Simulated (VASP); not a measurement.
Crystal: NbC (lda).

```
Nb C
1.0
     0.00000    2.25405    2.25405
     2.25405    0.00000    2.25405
     2.25405    2.25405    0.00000
Nb C
1 1
Direct
  0.00000 0.00000 0.00000
  0.50000 0.50000 0.50000
```

```yaml
Program: VASP 6.6.1
Task: relaxation of cell and atoms
Functional: LDA
Potentials_or_basis: VASP PAW LDA potentials, release 64 (Nb_sv, C)
Cutoff: 600 eV
k_mesh: 8 × 8 × 8
Occupations: gaussian, width 0.1 eV
Spin: no spin polarisation
```

At the start: pressure -16.2 GPa; volume 11.45 Å³/atom.

Problem. Where does the relaxation end?

Solution. Over 4 steps the energy falls by 32.2 meV/atom and the volume is 10.85 Å³/atom (-5.3 %); space group Fm-3m (No. 225, to 0.05 Å).

The path:
| step | energy change (eV) | largest force (eV/Å) | pressure (GPa) | volume (Å³) |
| --- | --- | --- | --- | --- |
| 1 | 0.0000 | 0.0000 | -16.20 | 22.90 |
| 2 | 0.2763 | 0.0000 | 50.12 | 19.28 |
| 3 | -0.0644 | 0.0000 | -0.77 | 21.74 |
| 4 | -0.0645 | 0.0000 | -0.09 | 21.69 |

Final structure:
```xyz
2
Lattice="0.0000 2.2136 2.2136 2.2136 0.0000 2.2136 2.2136 2.2136 0.0000" Properties=species:S:1:pos:R:3 pbc="T T T"
Nb    2.2136    2.2136    0.0000
C     2.2136    2.2136    2.2136
```
